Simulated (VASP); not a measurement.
KMgF3, 5 atoms in the cell. Symmetry: Pm-3m, No. 221, cubic system. The conventional cell has a = 3.986 Å, b = 3.986 Å, c = 3.986 Å, α = 90.00°, β = 90.00°, γ = 90.00°. Within 3.7 Å of K (site symmetry m-3m) lie 12 F at 2.82 Å and 8 Mg at 3.45 Å. Mg (site symmetry m-3m) has 6 F at 1.99 Å within 2.6 Å. F (site symmetry 4/mmm) has 2 Mg at 1.99 Å within 2.6 Å. 

| Item | Value |
| --- | --- |
| Program | VASP 6.6.1 |
| Task | relaxation of cell and atoms |
| Functional | PBE |
| Potentials or basis | VASP PAW PBE potentials, release 64 (K_sv, Mg, F) |
| Cutoff | 600 eV |
| k mesh | 6 × 6 × 6 |
| Occupations | gaussian, width 0.01 eV |
| Spin | no spin polarisation |
| Dipole correction | no |
| Further INCAR settings | ALGO = Normal; EDIFF = 1e-06; IBRION = 2; EDIFFG = -0.01; NSW = 80; ISIF = 3 |

Potentials or basis: VASP PAW PBE potentials, release 64 (K_sv, Mg, F).

Command:

```console
$ cat potpaw_PBE.64/K_sv/POTCAR potpaw_PBE.64/Mg/POTCAR potpaw_PBE.64/F/POTCAR > POTCAR
$ mpirun -np 1 vasp_std > vasp.out
```

Hardware: 1 thread of AMD EPYC 9R45 96-Core Processor (Zen 5), with other jobs on the host.

Q: How long does it take, and how much memory?

A: Wall time 27 s on 1 thread of AMD EPYC 9R45 96-Core Processor (Zen 5), with other jobs on the host, peak memory 0.17 GiB. Counts: scf iterations 29, k points 20, ion steps 3.
